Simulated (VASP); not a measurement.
# MoS2 (P-3m1) in VASP: vibrations by perturbation theory with PBEsol

Aim: the vibrations by perturbation theory of MoS2 with PBEsol.

Program: VASP 6.6.1. These are calculated values, not measurements. Logs are shortened: lines on timing, memory, paths and dates and some standing lists are left out, and cuts for length are marked.

**1. The cell of the first run**

It takes space group P-3m1 (No. 164, trigonal). The conventional cell has a = 3.227 Å, b = 3.227 Å, c = 6.312 Å, α = 90.00°, β = 90.00°, γ = 120.00°. Mo (site symmetry -3m) has 6 S at 2.42 Å and 6 Mo at 3.23 Å within 3.3 Å. S (site symmetry 3m) has 3 Mo at 2.42 Å and 6 S at 3.23 Å within 3.3 Å.

**2. Vibrations by perturbation theory, PBEsol**

INCAR reads:

```
PREC     = Accurate       # precision mode
ENCUT    = 520            # plane-wave cutoff, eV
EDIFF    = 1E-8           # SCF threshold, eV
ISMEAR   = -1             # smearing method
SIGMA    = 0.15           # smearing width, eV
LREAL    = F              # projectors in reciprocal space
LASPH    = T              # aspherical terms in the spheres
NELM     = 100            # most SCF steps
ALGO     = Normal         # electronic algorithm
ISIF     = 2              # what is computed and relaxed
LWAVE    = F              # write WAVECAR
LCHARG   = F              # write CHGCAR
GGA      = PS             # functional
NBANDS   = 20             # bands
IBRION   = 8              # ionic algorithm
NSW      = 1              # ionic steps
```

KPOINTS reads:

```
Automatic mesh
0
Gamma
  12 12 6
```

POSCAR reads:

```
MoS2
1.0
    3.2274650000      0.0000000000      0.0000000000
   -1.6137320000      2.7950660000      0.0000000000
    0.0000000000      0.0000000000      6.3124730000
Mo S
1 2
Direct
    0.0000000000      0.0000000000      0.5000000000
    0.3333333333      0.6666666667      0.2553190000
    0.6666666667      0.3333333333      0.7446810000
```

Potentials or basis: VASP PAW PBE potentials, release 64 (Mo_sv, S).

The run is started by

```sh
$ cat potpaw_PBE.64/Mo_sv/POTCAR potpaw_PBE.64/S/POTCAR > POTCAR
$ mpirun -np 1 vasp_std > vasp.out
```

OUTCAR:

```text
PREC = Accurate
   ENCUT = 520
   EDIFF = 1E-8
   ISMEAR = -1
   LREAL = F
   LASPH = T
   NELM = 100
   ISIF = 2
   GGA = PS
   IBRION = 8
   NSW = 1

 ion  position               nearest neighbor table
   1  0.000  0.000  0.500-   2 2.42   3 2.42   3 2.42   2 2.42   3 2.42   2 2.42
   2  0.333  0.667  0.255-   1 2.42   1 2.42   1 2.42
   3  0.667  0.333  0.745-   1 2.42   1 2.42   1 2.42

  LATTYP: Found a hexagonal cell.
 ALAT       =     3.2274650000
 C/A-ratio  =     1.9558610241

  Lattice vectors:

 A1 = (   3.2274650000,   0.0000000000,   0.0000000000)
 A2 = (  -1.6137320000,   2.7950660000,   0.0000000000)
 A3 = (   0.0000000000,   0.0000000000,   6.3124730000)

Analysis of symmetry for initial positions (statically):
=====================================================================
 Subroutine PRICEL returns:
 Original cell was already a primitive cell.

 Routine SETGRP: Setting up the symmetry group for a
 hexagonal supercell.

 Subroutine GETGRP returns: Found 12 space group operations
 (whereof 12 operations were pure point group operations)
 out of a pool of 24 trial point group operations.

The static configuration has the point symmetry D_3d.

Analysis of symmetry for dynamics (positions and initial velocities):
=====================================================================
 Subroutine PRICEL returns:
 Original cell was already a primitive cell.

 Routine SETGRP: Setting up the symmetry group for a
 hexagonal supercell.

 Subroutine GETGRP returns: Found 12 space group operations
 (whereof 12 operations were pure point group operations)
 out of a pool of 24 trial point group operations.

The dynamic configuration has the point symmetry D_3d.

 Subroutine INISYM returns: Found 12 space group operations
 (whereof 12 operations are pure point group operations),
 and found     1 'primitive' translations

----------------------------------------------------------------------------------------

                                     Primitive cell

  volume of cell :      56.9447

  direct lattice vectors                    reciprocal lattice vectors
     3.227465000  0.000000000  0.000000000     0.309840695  0.178886597  0.000000000
    -1.613732000  2.795066000  0.000000000     0.000000000  0.357773305  0.000000000
     0.000000000  0.000000000  6.312473000     0.000000000  0.000000000  0.158416519

  length of vectors
     3.227465000  3.227464161  6.312473000     0.357773212  0.357773305  0.158416519

  position of ions in fractional coordinates (direct lattice)
     0.000000000  0.000000000  0.500000000
     0.333333333  0.666666667  0.255319000
     0.666666667  0.333333333  0.744681000

  ion indices of the primitive-cell ions
   primitive index   ion index
                 1           1
                 2           2
                 3           3

----------------------------------------------------------------------------------------

 KPOINTS: Automatic mesh

Automatic generation of k-mesh.
 Grid dimensions read from file:
 generate k-points for:   12   12    6

 Generating k-lattice:

  Cartesian coordinates                     Fractional coordinates (reciprocal lattice)
     0.025820058  0.014907216  0.000000000     0.083333333 -0.000000000  0.000000000
     0.000000000  0.029814442  0.000000000     0.000000000  0.083333333  0.000000000
     0.000000000  0.000000000  0.026402753     0.000000000  0.000000000  0.166666667

  Length of vectors
     0.029814434  0.029814442  0.026402753

  Shift w.r.t. Gamma in fractional coordinates (k-lattice)
     0.000000000  0.000000000  0.000000000

 Subroutine IBZKPT returns following result:
 ===========================================

 Found    100 irreducible k-points:

 Following reciprocal coordinates:
            Coordinates               Weight
  0.000000  0.000000  0.000000      1.000000
[... 48 lines left out ...]
   ISIF   =      2    stress and relaxation
   ISYM   =      2    0-nonsym 1-usesym 2-fastsym
   POTIM  = 0.5000    time-step for ionic-motion
   TEBEG  =    0.0;   TEEND  =   0.0 temperature during run
   PSTRESS=    0.0 pullay stress
   NELECT =      26.0000    total number of electrons
   NUPDOWN=      -1.0000    fix difference up-down
   EMIN   =  10.00;   EMAX   =-10.00  energy-range for DOS
   EFERMI =   0.00;   METHOD = LEGACY
   ISMEAR =    -1;   SIGMA  =   0.15  broadening in eV -4-tet -1-fermi 0-gaus
   EFERMI_NEDOS =   21; number of points for ismear=-14 and -15
   IALGO  =     38    algorithm
   IMIX   =      4    mixing-type and parameters
     AMIX     =   0.40;   BMIX     =  1.00
     AMIX_MAG =   1.60;   BMIX_MAG =  1.00
  volume/ion in A,a.u.               =      18.98       128.09
  Fermi-wavevector in a.u.,A,eV,Ry     =   1.260612  2.382212 21.621611  1.589144
  Thomas-Fermi vector in A             =   2.394113
   LORBIT       =      0    0 simple, 1 ext, 2 COOP (PROOUT), +10 PAW based schemes
   GGA     = PS    functional components
   LHFCALC =     F    Hartree Fock is set to
   AEXX    =    0.0000 exact exchange contribution
   IVDW    =     0    specifies the selected vdW correction
   LEPSILON=     F    determine dielectric tensor
   LRPA    =     F    only Hartree local field effects (RPA)
 non-spin polarized calculation
  energy-cutoff  :      520.00
  volume of cell :       56.94
 maximum number of plane-waves:      1560
   NGX = 13   NGY = 13   NGZ = 23

--------------------------------------- Ionic step        1  -------------------------------------------

 number of electron      26.0000001 magnetization

 Free energy of the ion-electron system (eV)
  ---------------------------------------------------
  ext. energy  EPLUGINS =         0.00000000
  ---------------------------------------------------
  free energy    TOTEN  =       -22.61570753 eV

  energy without entropy =      -22.50972217  energy(sigma->0) =      -22.56271485

 E-fermi :   6.7947     XC(G=0): -10.6249

 val. band max:        6.7893675065   @ k =  -0.2500  -0.4167   0.3333
 cond. band min:       6.8254075679   @ k =   0.2500   0.2500   0.5000
 fundamental gap:      0.0360400614
 Fermi energy:         6.7946672022

 k-point     1 :       0.0000    0.0000    0.0000
  band No.  band energies     occupation
      1     -54.8537      2.00000
      2     -28.9240      2.00000
      3     -28.8838      2.00000
      4     -28.8838      2.00000
      5      -7.9856      2.00000
      6      -6.5222      2.00000
[... 541 lines left out ...]
     19      14.5516      0.00000
     20      16.0329      0.00000

 [... further k-points ...]

------------------------ aborting loop because EDIFF is reached ----------------------------------------

  FORCE on cell =-STRESS in cart. coord.  units (eV):
  Direction    XX          YY          ZZ          XY          YZ          ZX
  --------------------------------------------------------------------------------------
  -------------------------------------------------------------------------------------
  Total       -1.5429644     -1.5429636     -0.2803642     -0.0000003      0.0000000      0.0000000
  in kB      -43.4123549    -43.4123338     -7.8882370     -0.0000078      0.0000000      0.0000000
  external PRESSURE =     -31.5709753 kB  Pullay stress =       0.0000000 kB

 VOLUME and BASIS-vectors are now :
 -----------------------------------------------------------------------------
  energy-cutoff  :      520.00
  volume of cell :       56.94
      direct lattice vectors                 reciprocal lattice vectors
     3.227465000  0.000000000  0.000000000     0.309840695  0.178886597  0.000000000
    -1.613732000  2.795066000  0.000000000     0.000000000  0.357773305  0.000000000
     0.000000000  0.000000000  6.312473000     0.000000000  0.000000000  0.158416519

 POSITION                                       TOTAL-FORCE (eV/Angst)
 -----------------------------------------------------------------------------------
      0.00000      0.00000      3.15624         0.000000     -0.000000      0.000000
      0.00000      1.86338      1.61169         0.000000      0.000000     -0.030196
      1.61373      0.93169      4.70078        -0.000000      0.000000      0.030196
 -----------------------------------------------------------------------------------
    total drift:                                0.000000      0.000000      0.000000

  FREE ENERGIE OF THE ION-ELECTRON SYSTEM (eV)
  ---------------------------------------------------
  free  energy   TOTEN  =       -22.6157075335 eV

  energy  without entropy=      -22.5097221735  energy(sigma->0) =      -22.56271485

[... ionic steps 2 to 3 ...]

--------------------------------------- Ionic step        4  -------------------------------------------

------------------------ aborting loop because EDIFF is reached ----------------------------------------
[... 11 lines left out ...]
[... ionic steps 8 to 8 ...]

--------------------------------------- Ionic step        9  -------------------------------------------

 Free energy of the ion-electron system (eV)
  ---------------------------------------------------
  ---------------------------------------------------
  free energy    TOTEN  =        -0.13237200 eV

  energy without entropy =       -0.13238274

------------------------ aborting loop because EDIFF is reached ----------------------------------------

 INTERNAL STRAIN TENSOR  FOR ION    2  DIRECTION 3   (eV/Angst):
 -----------------------------------------------------------------------------
    12.30207  0.00000 -0.00000
     0.00000 12.30206 -0.00000
    -0.00000  0.00000 22.80586

 INTERNAL STRAIN TENSOR FOR ION    3 for displacements in x,y,z  (eV/Angst):
          X           Y           Z          XY          YZ          ZX
  --------------------------------------------------------------------------------
  x    -0.00000     0.00000    -0.00000    -4.77448    -0.00000   -11.10700
  y    -4.77448     4.77447     0.00000     0.00000   -12.59335    -0.00000
  z   -12.30207   -12.30206   -22.80586    -0.00000     0.00000    -0.00000

 SECOND DERIVATIVES (NOT SYMMETRIZED)
 ------------------------------------
               1X          1Y          1Z          2X          2Y          2Z          3X          3Y          3Z
  1X    -5.989834   -0.000001    0.000000    2.994917    0.000001    0.000000    2.994917    0.000001    0.000000
  1Y    -0.000001   -5.989832    0.000000    0.000001    2.994916    0.000000    0.000001    2.994916    0.000000
  1Z    -0.000000    0.000000  -21.746112    0.000000    0.000000   10.873056    0.000000    0.000000   10.873056
  2X     3.005931    0.000001    0.000000   -5.472675   -0.000001   -0.000000    2.466744    0.000000   -0.000000
  2Y     0.000001    3.005930    0.000000   -0.000001   -5.472673   -0.000000    0.000000    2.466743   -0.000000
  2Z    -0.000000   -0.000000   10.869786    0.000000    0.000000  -12.975810   -0.000000   -0.000000    2.106024
  3X     3.005931    0.000001    0.000000    2.466744    0.000000   -0.000000   -5.472675   -0.000001   -0.000000
  3Y     0.000001    3.005930    0.000000    0.000000    2.466743   -0.000000   -0.000001   -5.472673   -0.000000
  3Z    -0.000000   -0.000000   10.869786   -0.000000   -0.000000    2.106024    0.000000    0.000000  -12.975810

 Eigenvectors and eigenvalues of the dynamical matrix
 ----------------------------------------------------

   1 f  =   11.757712 THz    73.875886 2PiTHz  392.195069 cm-1    48.625969 meV
             X         Y         Z           dx          dy          dz
      0.000000  0.000000  3.156236    -0.000000    0.000000   -0.633022
      0.000000  1.863377  1.611694    -0.000000    0.000000    0.547395
      1.613733  0.931689  4.700779     0.000000   -0.000000    0.547395
[... 43 lines left out ...]
   9 f/i=    0.005555 THz     0.034900 2PiTHz    0.185280 cm-1     0.022972 meV
             X         Y         Z           dx          dy          dz
      0.000000  0.000000  3.156236     0.736169    0.241437   -0.000000
      0.000000  1.863377  1.611694     0.424818    0.139325   -0.000000
      1.613733  0.931689  4.700779     0.424818    0.139325   -0.000000

--------------------------------------------------------------------------------------------------------

 ELASTIC MODULI CONTR FROM IONIC RELAXATION (kBar)
 Direction    XX          YY          ZZ          XY          YZ          ZX
 --------------------------------------------------------------------------------
 XX        -726.2292   -403.0968  -1046.7859     -0.0001   -426.1535     -0.0002
 YY        -403.0968   -726.2285  -1046.7854     -0.0001    426.1533      0.0001
 ZZ       -1046.7859  -1046.7854  -1940.5567     -0.0002      0.0000     -0.0000
 XY          -0.0001     -0.0001     -0.0002   -161.5661      0.0001   -375.8558
 YZ        -426.1535    426.1533      0.0000      0.0001  -1124.0401     -0.0002
 ZX          -0.0002      0.0001     -0.0000   -375.8558     -0.0002   -874.3644
 --------------------------------------------------------------------------------
```

Wall time 9.9 min (1 thread of Intel Xeon 6975P-C (Granite Rapids), shared host); peak memory 0.97 GiB.

What came out:

- Highest phonon frequency at Γ, LO-TO splitting left out: 392 cm⁻¹

Phonon frequencies in cm⁻¹ (negative: imaginary):
```csv
q point,frequencies
"(0.000, 0.000, 0.000)",0 0 0 206 206 259 259 358 392
```

Caveat: the cell stands under pressure or tension, which shifts response properties; the PAW data sets were made with another functional, which shifts forces and pressure a little; this functional lacks dispersion, which binds the layers, so the pressure and a relaxed spacing across them are unreliable.
